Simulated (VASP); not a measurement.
# Al (P6_3/mmc) in VASP: further runs

The runs below take Al through single point, with PBEsol+D3(BJ).

Everything below comes from runs of VASP 6.6.1. Logs are shortened: lines on timing, memory, paths and dates and some standing lists are left out, and cuts for length are marked.

**1. The cell of the first run**

It takes space group P6_3/mmc (No. 194, hexagonal). Conventional cell: a = 2.688 Å, b = 2.688 Å, c = 9.182 Å, α = 90.00°, β = 90.00°, γ = 120.00°. Al (site symmetry -3m) has 12 Al at 2.69 to 2.77 Å within 3.5 Å. Within 3.5 Å of Al (site symmetry -6m2) lie 12 Al at 2.69 to 2.77 Å.

**2. Single point, PBEsol+D3(BJ) (volume 14.362 Å^3 an atom, c/a of the conventional cell 3.4162)**

INCAR

```
ALGO     = Normal         # electronic algorithm
EDIFF    = 1E-6           # SCF threshold, eV
ENCUT    = 520            # plane-wave cutoff, eV
GGA      = PS             # functional
ISIF     = 2              # what is computed and relaxed
ISMEAR   = 0              # smearing method
IVDW     = 12             # dispersion correction
LASPH    = True           # aspherical terms in the spheres
LCHARG   = False          # write CHGCAR
LREAL    = False          # projectors in reciprocal space
LWAVE    = False          # write WAVECAR
NBANDS   = 14             # bands
NELM     = 60             # most SCF steps
PREC     = Accurate       # precision mode
SIGMA    = 0.15           # smearing width, eV
```

KPOINTS

```
k-points
0
Gamma
  18 18 6
```

POSCAR

```
Al
1.0
    2.6878209286      0.0000000000      0.0000000000
   -1.3439104643      2.3277212050      0.0000000000
    0.0000000000      0.0000000000      9.1821338562
Al
4
Direct
    0.0000000000      0.0000000000      0.0000000000
    0.3333333333      0.6666666667      0.2500000000
    0.0000000000      0.0000000000      0.5000000000
    0.6666666667      0.3333333333      0.7500000000
```

Potentials or basis: VASP PAW PBE potentials, release 64 (Al).

Run with:

```bash
cat potpaw_PBE.64/Al/POTCAR > POTCAR
mpirun -np 1 vasp_std > vasp.out
```

OUTCAR:

```text
EDIFF = 1E-6
   ENCUT = 520
   GGA = PS
   ISIF = 2
   ISMEAR = 0
   IVDW = 12
   LASPH = True
   LREAL = False
   NELM = 60
   PREC = Accurate
 IVDW          = 12

 ion  position               nearest neighbor table
   1  0.000  0.000  0.000-   2 2.77   4 2.77   4 2.77   2 2.77   4 2.77   2 2.77
   2  0.333  0.667  0.250-   1 2.77   3 2.77   1 2.77   3 2.77   1 2.77   3 2.77
   3  0.000  0.000  0.500-   2 2.77   4 2.77   4 2.77   2 2.77   4 2.77   2 2.77
   4  0.667  0.333  0.750-   1 2.77   3 2.77   1 2.77   3 2.77   1 2.77   3 2.77

  LATTYP: Found a hexagonal cell.
 ALAT       =     2.6878209286
 C/A-ratio  =     3.4162000000

  Lattice vectors:

 A1 = (   2.6878209286,   0.0000000000,   0.0000000000)
 A2 = (  -1.3439104643,   2.3277212050,   0.0000000000)
 A3 = (   0.0000000000,   0.0000000000,   9.1821338562)

Analysis of symmetry for initial positions (statically):
=====================================================================
 Subroutine PRICEL returns:
 Original cell was already a primitive cell.

 Routine SETGRP: Setting up the symmetry group for a
 hexagonal supercell.

 Subroutine GETGRP returns: Found 24 space group operations
 (whereof 12 operations were pure point group operations)
 out of a pool of 24 trial point group operations.

The static configuration has the point symmetry D_3d.
 The point group associated with its full space group is D_6h.

Analysis of symmetry for dynamics (positions and initial velocities):
=====================================================================
 Subroutine PRICEL returns:
 Original cell was already a primitive cell.

 Routine SETGRP: Setting up the symmetry group for a
 hexagonal supercell.

 Subroutine GETGRP returns: Found 24 space group operations
 (whereof 12 operations were pure point group operations)
 out of a pool of 24 trial point group operations.

The dynamic configuration has the point symmetry D_3d.
 The point group associated with its full space group is D_6h.

 Subroutine INISYM returns: Found 24 space group operations
 (whereof 12 operations are pure point group operations),
 and found     1 'primitive' translations

----------------------------------------------------------------------------------------

                                     Primitive cell

  volume of cell :      57.4480

  direct lattice vectors                    reciprocal lattice vectors
     2.687820929  0.000000000  0.000000000     0.372048595  0.214802356  0.000000000
    -1.343910464  2.327721205  0.000000000     0.000000000  0.429604713  0.000000000
[... 104 lines left out ...]
   ISMEAR =     0;   SIGMA  =   0.15  broadening in eV -4-tet -1-fermi 0-gaus
   EFERMI_NEDOS =   21; number of points for ismear=-14 and -15
   IALGO  =     38    algorithm
   IMIX   =      4    mixing-type and parameters
     AMIX     =   0.40;   BMIX     =  1.00
     AMIX_MAG =   1.60;   BMIX_MAG =  1.00
  volume/ion in A,a.u.               =      14.36        96.92
  Fermi-wavevector in a.u.,A,eV,Ry     =   0.971353  1.835590 12.837451  0.943526
  Thomas-Fermi vector in A             =   2.101563
   LORBIT       =      0    0 simple, 1 ext, 2 COOP (PROOUT), +10 PAW based schemes
   GGA     = PS    functional components
   LHFCALC =     F    Hartree Fock is set to
   AEXX    =    0.0000 exact exchange contribution
   IVDW    =    12    specifies the selected vdW correction
   LEPSILON=     F    determine dielectric tensor
   LRPA    =     F    only Hartree local field effects (RPA)
 non-spin polarized calculation
 Gauss-broadening in eV      SIGMA  =   0.15
  energy-cutoff  :      520.00
  volume of cell :       57.45
 maximum number of plane-waves:      1574
 NGX is ok and might be reduce to    20
   NGX =  9   NGY =  9   NGZ = 35

 number of electron      12.0000000 magnetization

 Free energy of the ion-electron system (eV)
  ---------------------------------------------------
  ext. energy  EPLUGINS =         0.00000000
  ---------------------------------------------------
  free energy    TOTEN  =       -16.01423729 eV

  energy without entropy =      -15.99617130  energy(sigma->0) =      -16.00520430

 E-fermi :   9.4470     XC(G=0): -10.7736

 val. band max:        9.4430312868   @ k =   0.3333   0.0000   0.3333
 cond. band min:       9.4587436214   @ k =   0.3333   0.1667   0.0000
 fundamental gap:      0.0157123346
 Fermi energy:         9.4469932883

 k-point     1 :       0.0000    0.0000    0.0000
  band No.  band energies     occupation
      1      -2.6524      2.00000
      2      -0.9128      2.00000
      3      -0.9086      2.00000
      4       4.0514      2.00000
      5       4.3205      2.00000
      6      12.3083      0.00000
      7      12.3167      0.00000
      8      21.6814      0.00000
      9      21.8617      0.00000
     10      21.8617      0.00000
     11      21.9481      0.00000
     12      21.9481      0.00000
     13      22.7415      0.00000
     14      22.7658      0.00000
[... 377 lines left out ...]
      1       2.8536      2.00000
      2       4.4735      2.00000
      3       4.4823      2.00000
      4       5.6877      2.00000
      5       7.4074      2.00000
      6       7.4480      2.00000
      7       9.2995      1.83556
      8       9.8176      0.00048
      9      11.9176      0.00000
     10      12.0951      0.00000
     11      13.7800      0.00000
     12      14.3793      0.00000
     13      14.8781      0.00000
     14      17.6541      0.00000

 [... further k-points ...]

------------------------ aborting loop because EDIFF is reached ----------------------------------------

 Edisp (eV)   -1.46186

 E8    (eV) :    -0.9845

  FORCE on cell =-STRESS in cart. coord.  units (eV):
  Direction    XX          YY          ZZ          XY          YZ          ZX
  --------------------------------------------------------------------------------------
  -------------------------------------------------------------------------------------
  Total       4.09533     4.09533     1.96264     0.00000     0.00000     0.00000
  in kB     114.21549   114.21549    54.73643     0.00000     0.00000     0.00000
  external pressure =       94.39 kB  Pullay stress =        0.00 kB

 VOLUME and BASIS-vectors are now :
 -----------------------------------------------------------------------------
  energy-cutoff  :      520.00
  volume of cell :       57.45
      direct lattice vectors                 reciprocal lattice vectors
     2.687820929  0.000000000  0.000000000     0.372048595  0.214802356  0.000000000
    -1.343910464  2.327721205  0.000000000     0.000000000  0.429604713  0.000000000
     0.000000000  0.000000000  9.182133856     0.000000000  0.000000000  0.108907147

 POSITION                                       TOTAL-FORCE (eV/Angst)
 -----------------------------------------------------------------------------------
      0.00000      0.00000      0.00000        -0.000000      0.000000      0.000000
     -0.00000      1.55181      2.29553        -0.000000      0.000000     -0.000000
      0.00000      0.00000      4.59107        -0.000000      0.000000      0.000000
      1.34391      0.77591      6.88660         0.000000     -0.000000     -0.000000
 -----------------------------------------------------------------------------------
    total drift:                               -0.000000      0.000000     -0.000000

  FREE ENERGIE OF THE ION-ELECTRON SYSTEM (eV)
  ---------------------------------------------------
  free  energy   TOTEN  =       -17.4760994242 eV

  energy  without entropy=      -17.4580334368  energy(sigma->0) =      -17.46706643
```

OSZICAR:

```text
N       E                     dE             d eps       ncg     rms          rms(c)
DAV:   1     0.661969598826E+01    0.66197E+01   -0.43043E+03  4152   0.669E+02
DAV:   2    -0.154142170357E+02   -0.22034E+02   -0.20388E+02  5466   0.928E+01
DAV:   3    -0.161401824347E+02   -0.72597E+00   -0.71658E+00  5584   0.137E+01
DAV:   4    -0.161449754988E+02   -0.47931E-02   -0.47923E-02  4986   0.135E+00
DAV:   5    -0.161450252040E+02   -0.49705E-04   -0.49706E-04  5496   0.145E-01    0.336E+00
DAV:   6    -0.160666436658E+02    0.78382E-01   -0.59289E-03  4782   0.386E-01    0.189E+00
DAV:   7    -0.160151501446E+02    0.51494E-01   -0.13743E-02  4538   0.566E-01    0.284E-01
DAV:   8    -0.160142488442E+02    0.90130E-03   -0.44768E-04  5714   0.109E-01    0.963E-02
DAV:   9    -0.160142375137E+02    0.11330E-04   -0.11895E-05  5152   0.175E-02    0.105E-02
DAV:  10    -0.160142372914E+02    0.22238E-06   -0.32738E-07  3454   0.370E-03
   1 F= -.17476099E+02 E0= -.17467066E+02  d E =-.180660E-01
```

It took 36 s on 1 thread of Intel Xeon 6975P-C (Granite Rapids), shared host; peak memory 0.23 GiB.

What came out:

```
Free energy                : -17.4761 eV
Pressure                   : 9.4 GPa
Band gap on the k mesh     : zero (band 6 reaches 13.01 eV, above the bottom of band 7 at 7.98 eV)
Dispersion energy per atom : -0.365 eV
```

Caveat: the PAW data sets were made with another functional, which shifts forces and pressure a little; pairwise dispersion overbinds metals, which lowers pressure and volume.

**3. Single point, PBEsol+D3(BJ) (volume 14.362 Å^3 an atom, c/a of the conventional cell 3.3484)**

INCAR

```
SYSTEM = Al
ALGO = Normal ; EDIFF = 1E-7
ENCUT = 520 ; GGA = PS
ISIF = 2 ; ISMEAR = 0
IVDW = 12 ; LASPH = .True.
LCHARG = .False. ; LREAL = .False.
LWAVE = .False. ; NBANDS = 14
NELM = 100 ; PREC = Accurate
SIGMA = 0.15
```

KPOINTS

```
k-points
0
Gamma
  18 18 6
  0 0 0
```

POSCAR

```
Al
1.0
    2.7058412689      0.0000000000      0.0000000000
   -1.3529206344      2.3433272775      0.0000000000
    0.0000000000      0.0000000000      9.0602389047
Al
4
Direct
    0.0000000000      0.0000000000      0.0000000000
    0.3333333333      0.6666666667      0.2500000000
    0.0000000000      0.0000000000      0.5000000000
    0.6666666667      0.3333333333      0.7500000000
```

Potentials or basis: VASP PAW PBE potentials, release 64 (Al).

Run with:

```bash
cat potpaw_PBE.64/Al/POTCAR > POTCAR
mpirun -np 1 vasp_std > vasp.out
```

Wall time 44 s (1 thread of Intel Xeon 6975P-C (Granite Rapids), shared host); peak memory 0.23 GiB.

It converged, with:

```yaml
Free_energy: -17.4998 eV
Pressure: 9.2 GPa
Band_gap_on_the_k_mesh: zero (band 6 reaches 13.31 eV, above the bottom of band 7 at 7.91 eV)
Dispersion_energy_per_atom: -0.365 eV
```

Stress tensor (GPa, compression positive):
```
10.42  0.00  0.00
 0.00 10.42  0.00
 0.00  0.00  6.74
```

Levels at points of the mesh, in eV from the Fermi level:
```
           k point  band 4  band 5  band 6  band 7  band 8  band 9
(0.00, 0.00, 0.00)   -5.29   -4.88    3.24    3.25   12.12   12.12
(0.50, 0.00, 0.00)   -4.24   -3.40   -3.38    0.77    1.12    1.40
(0.00, 0.00, 0.50)   -8.12   -1.27   -1.27    8.36    8.36   12.35
(0.50, 0.00, 0.50)   -5.07   -2.00   -2.00   -1.28   -1.28    4.76
```

Caveat: the PAW data sets were made with another functional, which shifts forces and pressure a little; pairwise dispersion overbinds metals, which lowers pressure and volume.

**4. Single point, PBEsol+D3(BJ) (volume 14.362 Å^3 an atom, c/a of the conventional cell 3.2168)**

INCAR

```
SYSTEM = Al
  PREC = Accurate
  ENCUT = 520
  EDIFF = 1E-6
  ISMEAR = 0
  SIGMA = 0.15
  LREAL = .False.
  LASPH = .True.
  NELM = 60
  ALGO = Normal
  ISIF = 2
  LWAVE = .False.
  LCHARG = .False.
  GGA = PS
  IVDW = 12
  NBANDS = 14
```

KPOINTS

```
regular mesh
0
Gamma
  18 18 6
  0 0 0
```

POSCAR

```
Al
1.0
    2.7422480772      0.0000000000      0.0000000000
   -1.3711240386      2.3748564984      0.0000000000
    0.0000000000      0.0000000000      8.8212636148
Al
4
Direct
    0.0000000000      0.0000000000      0.0000000000
    0.3333333333      0.6666666667      0.2500000000
    0.0000000000      0.0000000000      0.5000000000
    0.6666666667      0.3333333333      0.7500000000
```

Run with:

```bash
cat potpaw_PBE.64/Al/POTCAR > POTCAR
mpirun -np 1 vasp_std > vasp.out
```

Run time: 32 s. Hardware: 1 thread of Intel Xeon 6975P-C (Granite Rapids), shared host; peak memory 0.23 GiB.

Results (log left out):

| Item | Value |
| --- | --- |
| Free energy | -17.5026 eV |
| Pressure | 9.1 GPa |
| Band gap on the k mesh | zero (band 6 reaches 13.81 eV, above the bottom of band 7 at 7.77 eV) |
| Dispersion energy per atom | -0.365 eV |

Stress tensor (GPa, compression positive):
```
 8.20  0.00  0.00
 0.00  8.20  0.00
 0.00  0.00 11.05
```

Levels at points of the mesh, in eV from the Fermi level:
| k point | band 2 | band 3 | band 4 | band 5 | band 6 | band 7 | band 8 | band 9 | band 10 | band 11 |
| --- | --- | --- | --- | --- | --- | --- | --- | --- | --- | --- |
| (0.00, 0.00, 0.00) | -10.21 | -10.21 | -5.04 | -4.35 | 4.05 | 4.06 | 11.52 | 11.52 | 11.56 | 11.56 |
| (0.50, 0.00, 0.00) | -5.71 | -4.32 | -4.30 | -3.48 | -3.47 | 0.83 | 1.20 | 1.77 | 2.07 | 6.10 |
| (0.00, 0.00, 0.50) | -11.62 | -7.90 | -7.90 | -0.68 | -0.68 | 9.36 | 9.36 | 11.81 | 11.81 | 11.81 |
| (0.50, 0.00, 0.50) | -5.35 | -5.23 | -5.23 | -1.97 | -1.97 | -1.24 | -1.24 | 4.99 | 4.99 | 5.25 |

Caveat: the PAW data sets were made with another functional, which shifts forces and pressure a little; pairwise dispersion overbinds metals, which lowers pressure and volume.

(Part 1 of 2 ends here.)
